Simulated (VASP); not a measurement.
# Sc (Fm-3m) in VASP: notebook

Runs on Sc. Level: BLYP. Tasks: single point.

All numbers are computed with VASP 6.6.1; they aren't measurements. Logs are shortened: lines on timing, memory, paths and dates and some standing lists are left out, and cuts for length are marked.

### 1 The cell of the first run

The structure is cubic, space group Fm-3m (No. 225). Conventional cell: a = 4.646 Å, b = 4.646 Å, c = 4.646 Å, α = 90.00°, β = 90.00°, γ = 90.00°. Sc (site symmetry m-3m) has 12 Sc at 3.29 Å within 4.3 Å.

This isn't the form of Sc at room conditions, which is hcp.

### 2 Single point, BLYP

Contents of INCAR:

```
SYSTEM = Sc
PREC = Accurate
ENCUT = 520
EDIFF = 1E-6
ISMEAR = -1
SIGMA = 0.1
LREAL = .FALSE.
LASPH = .TRUE.
NELM = 60
ALGO = Normal
ISIF = 2
LWAVE = .FALSE.
LCHARG = .FALSE.
GGA = B5
ALDAX = 1.0
AGGAX = 1.0
AGGAC = 1.0
ALDAC = 0.0
NBANDS = 12
```

Contents of KPOINTS:

```
Automatic mesh
0
G
  12 12 12
  0 0 0
```

Contents of POSCAR:

```
Sc
1.0
    0.0000000000      2.3230155675      2.3230155675
    2.3230155675      0.0000000000      2.3230155675
    2.3230155675      2.3230155675      0.0000000000
Sc
1
Direct
    0.0000000000      0.0000000000      0.0000000000
```

Potentials or basis: VASP PAW PBE potentials, release 64 (Sc_sv).

Run with:

```sh
cat potpaw_PBE.64/Sc_sv/POTCAR > POTCAR
mpirun -np 1 vasp_std > vasp.out
```

OUTCAR:

```text
SYSTEM = Sc
   PREC = Accurate
   ENCUT = 520
   EDIFF = 1E-6
   ISMEAR = -1
   LREAL = .FALSE.
   LASPH = .TRUE.
   NELM = 60
   ISIF = 2
   GGA = B5

 ion  position               nearest neighbor table
   1  0.000  0.000  0.000-

  LATTYP: Found a face centered cubic cell.
 ALAT       =     4.6460311350

  Lattice vectors:

 A1 = (   0.0000000000,   2.3230155675,   2.3230155675)
 A2 = (   2.3230155675,   0.0000000000,   2.3230155675)
 A3 = (   2.3230155675,   2.3230155675,   0.0000000000)

Analysis of symmetry for initial positions (statically):
=====================================================================
 Subroutine PRICEL returns:
 Original cell was already a primitive cell.

 Routine SETGRP: Setting up the symmetry group for a
 face centered cubic supercell.

 Subroutine GETGRP returns: Found 48 space group operations
 (whereof 48 operations were pure point group operations)
 out of a pool of 48 trial point group operations.

The static configuration has the point symmetry O_h .

Analysis of symmetry for dynamics (positions and initial velocities):
=====================================================================
 Subroutine PRICEL returns:
 Original cell was already a primitive cell.

 Routine SETGRP: Setting up the symmetry group for a
 face centered cubic supercell.

 Subroutine GETGRP returns: Found 48 space group operations
 (whereof 48 operations were pure point group operations)
 out of a pool of 48 trial point group operations.

The dynamic configuration has the point symmetry O_h .

 Subroutine INISYM returns: Found 48 space group operations
 (whereof 48 operations are pure point group operations),
 and found     1 'primitive' translations

----------------------------------------------------------------------------------------

                                     Primitive cell

  volume of cell :      25.0718

  direct lattice vectors                    reciprocal lattice vectors
     0.000000000  2.323015568  2.323015568    -0.215237473  0.215237473  0.215237473
     2.323015568  0.000000000  2.323015568     0.215237473 -0.215237473  0.215237473
     2.323015568  2.323015568  0.000000000     0.215237473  0.215237473 -0.215237473

  length of vectors
     3.285240121  3.285240121  3.285240121     0.372802239  0.372802239  0.372802239

  position of ions in fractional coordinates (direct lattice)
     0.000000000  0.000000000  0.000000000

  ion indices of the primitive-cell ions
   primitive index   ion index
                 1           1

----------------------------------------------------------------------------------------

 KPOINTS: Automatic mesh

Automatic generation of k-mesh.
 Grid dimensions read from file:
 generate k-points for:   12   12   12

 Generating k-lattice:

  Cartesian coordinates                     Fractional coordinates (reciprocal lattice)
    -0.017936456  0.017936456  0.017936456     0.083333333  0.000000000  0.000000000
     0.017936456 -0.017936456  0.017936456     0.000000000  0.083333333  0.000000000
     0.017936456  0.017936456 -0.017936456     0.000000000  0.000000000  0.083333333

  Length of vectors
     0.031066853  0.031066853  0.031066853

  Shift w.r.t. Gamma in fractional coordinates (k-lattice)
     0.000000000  0.000000000  0.000000000

 Subroutine IBZKPT returns following result:
 ===========================================

 Found     72 irreducible k-points:

 Following reciprocal coordinates:
            Coordinates               Weight
  0.000000  0.000000  0.000000      1.000000
  0.083333  0.000000  0.000000      8.000000
  0.166667  0.000000  0.000000      8.000000
  0.250000  0.000000  0.000000      8.000000
  0.333333  0.000000  0.000000      8.000000
  0.416667  0.000000  0.000000      8.000000
[... 16 lines left out ...]
  0.500000  0.166667  0.000000     24.000000
 -0.416667  0.166667  0.000000     24.000000
 [... further k-points ...]
   k-points           NKPTS =     72   k-points in BZ     NKDIM =     72   number of bands    NBANDS=     12
   number of dos      NEDOS =    301   number of ions     NIONS =      1
   total plane-waves  NPLWV =  13824
   dimension x,y,z NGX =    24 NGY =   24 NGZ =   24
   dimension x,y,z NGXF=    48 NGYF=   48 NGZF=   48
   ions per type =               1
   NGX,Y,Z   is equivalent  to a cutoff of  12.14, 12.14, 12.14 a.u.
   NGXF,Y,Z  is equivalent  to a cutoff of  24.29, 24.29, 24.29 a.u.
 SYSTEM =  Sc
   PREC   = accura    normal or accurate (medium, high low for compatibility)
   ISTART =      0    job   : 0-new  1-cont  2-samecut
   ICHARG =      2    charge: 1-file 2-atom 10-const
   ISPIN  =      1    spin polarized calculation?
   LNONCOLLINEAR =      F non collinear calculations
   LSORBIT =      F    spin-orbit coupling
   LASPH  =      T    aspherical Exc in radial PAW
   ENCUT  =  520.0 eV  38.22 Ry    6.18 a.u.   6.11  6.11  6.11*2*pi/ulx,y,z
   NELM   =     60;   NELMIN=  2; NELMDL= -5     # of ELM steps
   EDIFF  = 0.1E-05   stopping-criterion for ELM
   LREAL  =      F    real-space projection
   EDIFFG = 0.1E-04   stopping-criterion for IOM
   NSW    =      0    number of steps for IOM
   IBRION =     -1    ionic relax: 0-MD 1-quasi-New 2-CG
   NFREE  =      0    steps in history (QN), initial steepest desc. (CG)
   ISIF   =      2    stress and relaxation
   ISYM   =      2    0-nonsym 1-usesym 2-fastsym
   POTIM  = 0.5000    time-step for ionic-motion
   TEBEG  =    0.0;   TEEND  =   0.0 temperature during run
   PSTRESS=    0.0 pullay stress
   NELECT =      11.0000    total number of electrons
   NUPDOWN=      -1.0000    fix difference up-down
   EMIN   =  10.00;   EMAX   =-10.00  energy-range for DOS
   EFERMI =   0.00;   METHOD = LEGACY
   ISMEAR =    -1;   SIGMA  =   0.10  broadening in eV -4-tet -1-fermi 0-gaus
   EFERMI_NEDOS =   21; number of points for ismear=-14 and -15
   IALGO  =     38    algorithm
   IMIX   =      4    mixing-type and parameters
     AMIX     =   0.40;   BMIX     =  1.00
     AMIX_MAG =   1.60;   BMIX_MAG =  1.00
  volume/ion in A,a.u.               =      25.07       169.19
  Fermi-wavevector in a.u.,A,eV,Ry     =   1.243971  2.350764 21.054526  1.547464
  Thomas-Fermi vector in A             =   2.378258
   LORBIT       =      0    0 simple, 1 ext, 2 COOP (PROOUT), +10 PAW based schemes
   GGA     = B5    functional components
   LHFCALC =     F    Hartree Fock is set to
   AEXX    =    0.0000 exact exchange contribution
   IVDW    =     0    specifies the selected vdW correction
   LEPSILON=     F    determine dielectric tensor
   LRPA    =     F    only Hartree local field effects (RPA)
 non-spin polarized calculation
  energy-cutoff  :      520.00
  volume of cell :       25.07
 maximum number of plane-waves:       692
   NGX = 13   NGY = 13   NGZ = 13

 number of electron      11.0000002 magnetization

 Free energy of the ion-electron system (eV)
  ---------------------------------------------------
  ext. energy  EPLUGINS =         0.00000000
  ---------------------------------------------------
  free energy    TOTEN  =        -5.32097946 eV

  energy without entropy =       -5.25657032  energy(sigma->0) =       -5.28877489

 E-fermi :   4.0861     XC(G=0):  -9.3222

 val. band max:        4.0597636791   @ k =  -0.4167   0.1667   0.0000
 cond. band min:       4.0908542948   @ k =   0.5000   0.3333   0.1667
 fundamental gap:      0.0310906157
 Fermi energy:         4.0860661094

 k-point     1 :       0.0000    0.0000    0.0000
  band No.  band energies     occupation
      1     -45.2449      2.00000
      2     -23.8166      2.00000
      3     -23.8166      2.00000
      4     -23.8166      2.00000
      5      -0.9624      2.00000
      6       5.5348      0.00000
      7       5.5348      0.00000
      8       5.5348      0.00000
      9       6.8556      0.00000
     10       6.8556      0.00000
     11      16.6117      0.00000
     12      19.9308      0.00000

 k-point     2 :       0.0833    0.0000    0.0000
  band No.  band energies     occupation
      1     -45.2412      2.00000
      2     -23.8424      2.00000
      3     -23.8200      2.00000
      4     -23.8200      2.00000
      5      -0.7891      2.00000
      6       5.4147      0.00000
      7       5.5966      0.00000
      8       5.5966      0.00000
      9       6.8147      0.00000
     10       6.8147      0.00000
     11      16.7394      0.00000
     12      18.6389      0.00000

 k-point     3 :       0.1667    0.0000    0.0000
  band No.  band energies     occupation
      1     -45.2310      2.00000
      2     -23.9123      2.00000
      3     -23.8291      2.00000
      4     -23.8291      2.00000
      5      -0.2895      2.00000
      6       5.1134      0.00007
      7       5.7205      0.00000
      8       5.7205      0.00000
      9       6.7678      0.00000
     10       6.7678      0.00000
     11      16.2018      0.00000
     12      17.4332      0.00000
[... 286 lines left out ...]
 k-point    23 :       0.5000    0.1667    0.0000
  band No.  band energies     occupation
      1     -45.1842      2.00000
      2     -24.1521      2.00000
      3     -23.9215      2.00000
      4     -23.8874      2.00000
      5       2.7238      2.00000
      6       4.0143      1.34429
      7       5.0841      0.00009
      8       5.8798      0.00000
      9       7.7443      0.00000
     10       8.1909      0.00000
     11      10.7501      0.00000
     12      15.6366      0.00000

 k-point    24 :      -0.4167    0.1667    0.0000
  band No.  band energies     occupation
      1     -45.1833      2.00000
      2     -24.1553      2.00000
      3     -23.9337      2.00000
      4     -23.8798      2.00000
      5       2.8413      1.99999
      6       4.0598      1.13076
      7       5.0507      0.00013
      8       5.8294      0.00000
      9       7.5296      0.00000
     10       8.4770      0.00000
     11      10.5745      0.00000
     12      15.2157      0.00000

 [... further k-points ...]

------------------------ aborting loop because EDIFF is reached ----------------------------------------

  FORCE on cell =-STRESS in cart. coord.  units (eV):
  Direction    XX          YY          ZZ          XY          YZ          ZX
  --------------------------------------------------------------------------------------
  -------------------------------------------------------------------------------------
  Total        0.0008651      0.0008651      0.0008651     -0.0000000     -0.0000000      0.0000000
  in kB        0.0552853      0.0552853      0.0552853     -0.0000000     -0.0000000      0.0000000
  external PRESSURE =       0.0552853 kB  Pullay stress =       0.0000000 kB

 VOLUME and BASIS-vectors are now :
 -----------------------------------------------------------------------------
  energy-cutoff  :      520.00
  volume of cell :       25.07
      direct lattice vectors                 reciprocal lattice vectors
     0.000000000  2.323015568  2.323015568    -0.215237473  0.215237473  0.215237473
     2.323015568  0.000000000  2.323015568     0.215237473 -0.215237473  0.215237473
     2.323015568  2.323015568  0.000000000     0.215237473  0.215237473 -0.215237473

 POSITION                                       TOTAL-FORCE (eV/Angst)
 -----------------------------------------------------------------------------------
      0.00000      0.00000      0.00000        -0.000000     -0.000000     -0.000000
 -----------------------------------------------------------------------------------
    total drift:                               -0.000000     -0.000000     -0.000000

  FREE ENERGIE OF THE ION-ELECTRON SYSTEM (eV)
  ---------------------------------------------------
  free  energy   TOTEN  =        -5.3209794624 eV

  energy  without entropy=       -5.2565703197  energy(sigma->0) =       -5.28877489
```

Run time: 17 s. Hardware: 1 thread of AMD EPYC 7R13 (Zen 3), shared host; peak memory 0.11 GiB.

Results:

```
Free energy            : -5.3210 eV
Pressure               : 0.0 GPa
Band gap on the k mesh : zero (an odd number of electrons rules out a gap without spin polarisation)
```

Caveat: the PAW data sets were made with another functional, which shifts forces and pressure a little.

### 3 Single point, BLYP (22.06 Å³/atom)

This run uses another cell than the first one, of 22.06 Å³/atom.

Contents of INCAR:

```
SYSTEM = Sc
AGGAC = 1.0
AGGAX = 1.0
ALDAC = 0.0
ALDAX = 1.0
ALGO = Normal
EDIFF = 1E-7
ENCUT = 520
GGA = B5
ISIF = 2
ISMEAR = -1
LASPH = .True.
LCHARG = .False.
LREAL = .False.
LWAVE = .False.
NBANDS = 12
NELM = 100
PREC = Accurate
SIGMA = 0.1
```

Contents of KPOINTS:

```
k-points
0
Gamma
  13 13 13
  0 0 0
```

Contents of POSCAR:

```
Sc
1.0
    0.0000000000      2.2261085837      2.2261085837
    2.2261085837      0.0000000000      2.2261085837
    2.2261085837      2.2261085837      0.0000000000
Sc
1
Direct
    0.0000000000      0.0000000000      0.0000000000
```

Potentials or basis: VASP PAW PBE potentials, release 64 (Sc_sv).

Run with:

```sh
cat potpaw_PBE.64/Sc_sv/POTCAR > POTCAR
mpirun -np 1 vasp_std > vasp.out
```

OUTCAR:

```text
SYSTEM = Sc
   EDIFF = 1E-7
   ENCUT = 520
   GGA = B5
   ISIF = 2
   ISMEAR = -1
   LASPH = .True.
   LREAL = .False.
   NELM = 100
   PREC = Accurate

 ion  position               nearest neighbor table
   1  0.000  0.000  0.000-

  LATTYP: Found a face centered cubic cell.
 ALAT       =     4.4522171674

  Lattice vectors:

 A1 = (   0.0000000000,   2.2261085837,   2.2261085837)
 A2 = (   2.2261085837,   0.0000000000,   2.2261085837)
[... 538 lines left out ...]
     12      17.8069      0.00000

 [... further k-points ...]

------------------------ aborting loop because EDIFF is reached ----------------------------------------

  FORCE on cell =-STRESS in cart. coord.  units (eV):
  Direction    XX          YY          ZZ          XY          YZ          ZX
  --------------------------------------------------------------------------------------
  -------------------------------------------------------------------------------------
  Total        1.0614412      1.0614412      1.0614412     -0.0000000     -0.0000000      0.0000000
  in kB       77.0792559     77.0792559     77.0792559     -0.0000000     -0.0000000      0.0000000
  external PRESSURE =      77.0792559 kB  Pullay stress =       0.0000000 kB

 VOLUME and BASIS-vectors are now :
 -----------------------------------------------------------------------------
  energy-cutoff  :      520.00
  volume of cell :       22.06
      direct lattice vectors                 reciprocal lattice vectors
     0.000000000  2.226108584  2.226108584    -0.224607193  0.224607193  0.224607193
     2.226108584  0.000000000  2.226108584     0.224607193 -0.224607193  0.224607193
     2.226108584  2.226108584  0.000000000     0.224607193  0.224607193 -0.224607193

 POSITION                                       TOTAL-FORCE (eV/Angst)
 -----------------------------------------------------------------------------------
      0.00000      0.00000      0.00000         0.000000      0.000000      0.000000
 -----------------------------------------------------------------------------------
    total drift:                               -0.000000      0.000000     -0.000000

  FREE ENERGIE OF THE ION-ELECTRON SYSTEM (eV)
  ---------------------------------------------------
  free  energy   TOTEN  =        -5.2537052498 eV

  energy  without entropy=       -5.2004994673  energy(sigma->0) =       -5.22710236
```

Wall time 23 s (1 thread of AMD EPYC 7R13 (Zen 3), shared host); peak memory 0.11 GiB.

What came out:

| Property | Result |
| --- | --- |
| Free energy | -5.2537 eV |
| Pressure | 7.7 GPa |
| Band gap on the k mesh | zero (an odd number of electrons rules out a gap without spin polarisation) |

Caveat: the cell stands under pressure; the PAW data sets were made with another functional, which shifts forces and pressure a little.

### 4 Single point, BLYP (23.07 Å³/atom)

This run uses another cell than the first one, of 23.07 Å³/atom.

Contents of INCAR:

```
  PREC = Accurate
  ENCUT = 520
  EDIFF = 1E-7
  ISMEAR = -1
  SIGMA = 0.1
  LREAL = False
  LASPH = True
  NELM = 80
  ALGO = Normal
  ISIF = 2
  LWAVE = False
  LCHARG = False
  GGA = B5
  ALDAX = 1.0
  AGGAX = 1.0
  AGGAC = 1.0
  ALDAC = 0.0
  NBANDS = 12
```

Contents of KPOINTS:

```
Automatic mesh
0
Gamma
  13 13 13
```

Contents of POSCAR:

```
Sc
1.0
    0.0000000000      2.2593389841      2.2593389841
    2.2593389841      0.0000000000      2.2593389841
    2.2593389841      2.2593389841      0.0000000000
Sc
1
Direct
    0.0000000000      0.0000000000      0.0000000000
```

Run with:

```sh
cat potpaw_PBE.64/Sc_sv/POTCAR > POTCAR
mpirun -np 1 vasp_std > vasp.out
```

Run time: 23 s. Hardware: 1 thread of AMD EPYC 7R13 (Zen 3), shared host; peak memory 0.12 GiB.

It converged, with:

```
Free energy            : -5.2926 eV
Pressure               : 4.7 GPa
Band gap on the k mesh : zero (an odd number of electrons rules out a gap without spin polarisation)
```

Levels at points of the mesh, in eV from the Fermi level:
| k point | band 3 | band 4 | band 5 | band 6 | band 7 | band 8 |
| --- | --- | --- | --- | --- | --- | --- |
| (0.00, 0.00, 0.00) | -27.65 | -27.65 | -5.19 | 1.56 | 1.56 | 1.56 |

Caveat: the cell stands under pressure; the PAW data sets were made with another functional, which shifts forces and pressure a little.

(Continued in part 2 of 2.)
